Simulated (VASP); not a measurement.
Input of a VASP 6.6.1 run:

Contents of INCAR:

```
ALGO = Normal
EDIFF = 1E-6
ENCUT = 1000
GGA = PE
GGA_COMPAT = False
ISIF = 2
ISMEAR = -1
LASPH = True
LCHARG = True
LELF = True
LREAL = Auto
LVHAR = True
LWAVE = False
NBANDS = 82
NELM = 120
PREC = Accurate
SIGMA = 0.02
```

The input KPOINTS:

```
k-points
0
Gamma
  1 1 1
```

The input POSCAR:

```
H6C5O2
1.0
    8.7499050000      0.0000000000      0.0000000000
    0.0000000000      8.7499050000      0.0000000000
    0.0000000000      0.0000000000      8.7499050000
O C H
6 15 18
Direct
    0.6928075219      0.6106009151      0.8873239195
    0.4735479985      0.7577225124      0.8536435538
    0.9369244580      0.8477234896      1.0374284064
    1.0008337233      0.8376319514      0.7845113747
    0.1556474042     -0.1352014679      0.3846327474
    0.3153405666      0.0655778548      0.3531809774
    0.5557546053      0.6743501787      0.9278615025
    1.0121138458      0.7978258050      0.9165128079
    0.1883106159      0.0171087572      0.3434437288
    0.7334822492      0.1183327133      1.1024576838
    0.7284421945      0.1157955429      0.9633476021
    0.0769265495      0.2753172749      0.7105334286
    0.1100011943      0.1623217624      0.7829456434
    0.2327110980      0.3990100464      0.0530291472
    0.1792933752      0.3971128829      0.1792248030
    0.9073469941      0.6397098026      0.4394904859
    0.8581350312      0.5089769546      0.4550335118
    0.7993686789      0.9857592740      0.5359143899
    0.6871274602      1.0318169169      0.4710794003
    0.3556152895      0.6071494491      0.5495831098
    0.3676268485      0.4862109931      0.4821880923
    0.7147734747      0.6531385198      0.7883285590
    0.5262228561      0.6383840739      1.0443199098
    0.8639750946      0.9363873093      1.0210167996
    1.0907546996      0.7046933652      0.9599875656
    0.2492027056     -0.1849277221      0.4192502661
    0.0845037746      0.0713950609      0.3102547971
    0.7142363260      0.1003553753      0.8423520027
    0.7402823231      0.1301156984      1.2227675615
    0.1632589154      0.0602635114      0.8371062314
    0.0417947395      0.3864156239      0.6750701865
    0.1093840447      0.4251246156      0.2744715514
    0.2776487288      0.4137873497     -0.0620921027
    0.7987515293      0.4018215055      0.4626107369
    0.9407987858      0.7532424638      0.4222902992
    0.5928407223      1.0898746901      0.4193645531
    0.8867867708      0.9427073780      0.6082694612
    0.3894213709      0.3884727891      0.4110901776
    0.3522666818      0.7062362391      0.6279039601
```

Potentials or basis: VASP PAW PBE potentials, release 64 (O_h, C_h, H_h).

Run with:

```sh
$ cat potpaw_PBE.64/O_h/POTCAR potpaw_PBE.64/C_h/POTCAR potpaw_PBE.64/H_h/POTCAR > POTCAR
$ mpirun -np 1 vasp_gam > vasp.out
```

(1) Predict the largest force.

(2) Predict the band gap on the k mesh.

Results:

(1) 3.509 eV/Å.

(2) 4.87 eV.

Caveat: the k points lie up to 0.72 Å⁻¹ apart.
